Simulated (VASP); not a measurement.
Set up this calculation in VASP 6.6.1, as the native input.

* Task: single point
* Functional: HSE06
* Potentials or basis: VASP PAW PBE potentials, release 64 (B, N)
* Cutoff: 520 eV
* k mesh: 8 × 8 × 8
* Occupations: gaussian, width 0.01 eV
* Spin: no spin polarisation
* Dipole correction: no
* Grid for exact exchange (PRECFOCK): Normal
* Further INCAR settings: ALGO = Normal; EDIFF = 1e-07; NBANDS = 11
* Screening parameter: 0.2079 1/Å

Crystal: BN.

```
B N
1.0
     0.00000    1.75456    1.75456
     1.75456    0.00000    1.75456
     1.75456    1.75456    0.00000
B N
1 1
Direct
  0.00000 0.00000 0.00000
  0.50000 0.50000 0.50000
```

This cell differs from its parent crystal: strain +0.5%.

The input as run:

POSCAR

```
BN
1.0
    0.0000000000      1.7545550698      1.7545550698
    1.7545550698      0.0000000000      1.7545550698
    1.7545550698      1.7545550698      0.0000000000
B N
1 1
Direct
    0.0000000000      0.0000000000      0.0000000000
    0.5000000000      0.5000000000      0.5000000000
```

INCAR.step1

```
SYSTEM = BN
  PREC = Accurate
  ENCUT = 520
  EDIFF = 1E-5
  ISMEAR = 0
  SIGMA = 0.01
  LREAL = .False.
  LASPH = .True.
  NELM = 100
  ALGO = Normal
  ISIF = 2
  LWAVE = .True.
  LCHARG = .False.
  GGA = PE
  NBANDS = 11
```

INCAR.step2

```
SYSTEM = BN
  PREC = Accurate
  ENCUT = 520
  EDIFF = 1E-7
  ISMEAR = 0
  SIGMA = 0.01
  LREAL = .False.
  LASPH = .True.
  NELM = 100
  ALGO = Normal
  ISIF = 2
  LWAVE = .False.
  LCHARG = .False.
  GGA = PE
  LHFCALC = .True.
  HFSCREEN = 0.2079
  PRECFOCK = Normal
  ISTART = 1
  NBANDS = 11
```

KPOINTS

```
Automatic mesh
0
Gamma
  8 8 8
  0 0 0
```

Potentials or basis: VASP PAW PBE potentials, release 64 (B, N).

Run with:

```sh
$ cat potpaw_PBE.64/B/POTCAR potpaw_PBE.64/N/POTCAR > POTCAR
$ cp INCAR.step1 INCAR
$ mpirun -np 1 vasp_std > vasp.out
$ cp INCAR.step2 INCAR
$ mpirun -np 1 vasp_std > vasp.out
```

It gave:

| Quantity | Value |
| --- | --- |
| Pressure | -13.9 GPa |
| Band gap on the k mesh | 2.19 eV, indirect (least direct gap 7.18 eV) |

Caveat: the cell differs from its parent crystal (strain +0.5%); the PAW data sets were made with another functional, which shifts forces and pressure a little.

Run time: 6.6 min on 1 thread of Intel(R) Xeon(R) Platinum 8488C (Sapphire Rapids) (shared host), peak memory 0.22 GiB.
